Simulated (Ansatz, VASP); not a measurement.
NiBiCl3: VASP beside Ansatz

```
Ni Bi Cl
1.0
     4.83331    0.00000    0.00000
     0.00000    4.83331    0.00000
     0.00000    0.00000    4.83331
Ni Bi Cl
1 1 3
Direct
  0.50000 0.50000 0.50000
  0.00000 0.00000 0.00000
  0.50000 0.00000 0.00000
  0.00000 0.50000 0.00000
  0.00000 0.00000 0.50000
```

Alike in both runs: task single point; functional PBE; k mesh 4 × 4 × 4; occupations gaussian, width 0.1 eV; collinear spin.

|  | VASP | Ansatz |
| --- | --- | --- |
| version | VASP 6.6.1 | Ansatz 0.2.0 |
| potentials or method | VASP PAW PBE potentials, release 64 (Ni, Bi_d, Cl), cutoff 520 eV | scalar-relativistic, plane waves, PAW |
| valence electrons in the cell | 46 | 54 |

|  | VASP | Ansatz | Ansatz less VASP |
| --- | --- | --- | --- |
| gap on the k mesh at the Fermi level (eV) | none | none | - |
| pressure (GPa) | 25.8 | 25.9 | +0.09 |
| net moment per atom (μB) | 0.31 | 0.31 | +0.001 |
| size of the moment on the site where the two differ most (μB) | 1.15 | 1.30 | +0.150 |

Site moments also hang on the region over which each program counts them. A gap of «none» marks a metal or a gap that the smearing closes. The functional is the same, so the differences come from potentials, cutoffs and numerics. VASP's potentials hold 46 valence electrons a cell and Ansatz's 54, so a difference there can come from the potentials and not from the codes.

Neither program's run includes spin-orbit coupling.
